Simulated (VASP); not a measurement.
Input of a VASP 6.6.1 run:

Contents of INCAR:

```
SYSTEM = CuSi16
  PREC = Accurate
  ENCUT = 520
  EDIFF = 1E-7
  ISMEAR = 0
  SIGMA = 0.05
  LREAL = Auto
  LASPH = .True.
  NELM = 60
  ALGO = Normal
  ISIF = 2
  LWAVE = .False.
  LCHARG = .False.
  GGA = PE
  IVDW = 12
  NBANDS = 52
  NELECT = 74.0
```

Contents of KPOINTS:

```
Automatic mesh
0
Gamma
  2 2 2
  0 0 0
```

POSCAR

```
CuSi16
1.0
    0.0000000000      5.4300000000      5.4300000000
    5.4300000000      0.0000000000      5.4300000000
    5.4300000000      5.4300000000      0.0000000000
Si Cu
16 1
Direct
    0.0071058932     -0.0265073665      0.0117821363
    0.1332616022      0.1176448435      0.1253437385
    0.0021971455      0.0025446593      0.4973927256
    0.1247912523      0.1122691529      0.6375953039
    0.0023949355      0.5073787293      0.0070763352
    0.1140061694      0.6023500000      0.1683864641
   -0.0149281768      0.4889202578      0.5402165746
    0.1263704420      0.6282943831      0.6332496317
    0.5044640884      0.0109900552     -0.0200373849
    0.6228711786      0.1178205341      0.1257286372
    0.4972697053      0.0025046961      0.4975796501
    0.6294825967      0.1315315838      0.6089037753
    0.4820156538      0.5076662983      0.0071423573
    0.6191709945      0.6371772560      0.1234442910
    0.4990624309      0.5055383057      0.4958598527
    0.6113257827      0.6283836096      0.6333360958
    0.8459848066      0.3391002762     -0.0321949355
```

Potentials or basis: VASP PAW PBE potentials, release 64 (Si, Cu).

Run with:

```console
$ cat potpaw_PBE.64/Si/POTCAR potpaw_PBE.64/Cu/POTCAR > POTCAR
$ mpirun -np 1 vasp_std > vasp.out
```

**Question.** Predict the largest force.

**Answer.** 0.014 eV/Å.

**Question.** What does it give for the dispersion energy per atom?

**Answer.** -0.334 eV.

Forces in eV/Å, atoms in the order of the input:
```
Si   0.001  0.004 -0.007
Si   0.006  0.001  0.001
Si   0.002  0.002 -0.005
Si  -0.002 -0.007 -0.003
Si   0.005  0.006  0.003
Si  -0.006 -0.001  0.002
Si  -0.004 -0.004  0.010
Si  -0.003 -0.006  0.000
Si   0.001 -0.001 -0.009
Si  -0.004 -0.005  0.010
Si   0.009  0.006 -0.005
Si  -0.003  0.003  0.008
Si   0.007 -0.002 -0.012
Si  -0.005  0.005  0.001
Si   0.011  0.000 -0.007
Si  -0.009  0.003  0.003
Cu  -0.008 -0.005  0.009
```

Caveat: the k points lie up to 0.50 Å⁻¹ apart; the cell carries a net charge on a neutralising background, which shifts energy and pressure.
